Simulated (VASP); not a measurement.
Runs of VASP 6.6.1 on TiO2. The structure is that of space group P4_2/mnm (No. 136), or close to it. The cells are those of the table. 

```csv
level,cell,smearing,gap on the mesh (eV),pressure (GPa),largest force (eV/Å)
PBE,"a = 4.781, b = 4.781, c = 3.072 Å, 6 atoms",fermi-dirac 0.02 eV,1.77,-15.6,0.08
PBE,"a = 4.689, b = 4.689, c = 3.013 Å, 6 atoms",fermi-dirac 0.02 eV,(c),-6.5,0.09
PBE,"a = 4.505, b = 4.505, c = 2.894 Å, 6 atoms",fermi-dirac 0.02 eV,1.93,22.5,0.08
PBE,"a = 4.551, b = 4.551, c = 2.924 Å, 6 atoms",fermi-dirac 0.02 eV,1.89,13.6,0.08
PBE,"a = 4.413, b = 4.413, c = 2.835 Å, 6 atoms",fermi-dirac 0.02 eV,2.01,44.2,0.08
PBE,"a = 4.643, b = 4.643, c = 2.983 Å, 6 atoms",fermi-dirac 0.02 eV,1.83,-0.8,0.08
r2SCAN,"a = 4.413, b = 4.413, c = 2.835 Å, 6 atoms",gaussian 0.01 eV,2.41,(b),(a)
PBE,"a = 4.735, b = 4.735, c = 3.042 Å, 6 atoms",fermi-dirac 0.02 eV,1.79,-11.4,0.08
PBE,"a = 4.597, b = 4.597, c = 2.953 Å, 6 atoms",fermi-dirac 0.02 eV,1.86,5.9,0.08
```

Alike in all rows: task single point; potentials or basis VASP PAW PBE potentials, release 64 (Ti_sv, O); no spin polarisation; k mesh 6 × 6 × 8; cutoff (eV) 520.

Problem. Estimate the missing entries.

Solution. (a) 0.03; (b) 40.3; (c) 1.81.

Caveats: the PAW data sets were made with another functional, which shifts forces and pressure a little (some runs).

A k mesh can miss the band edges.
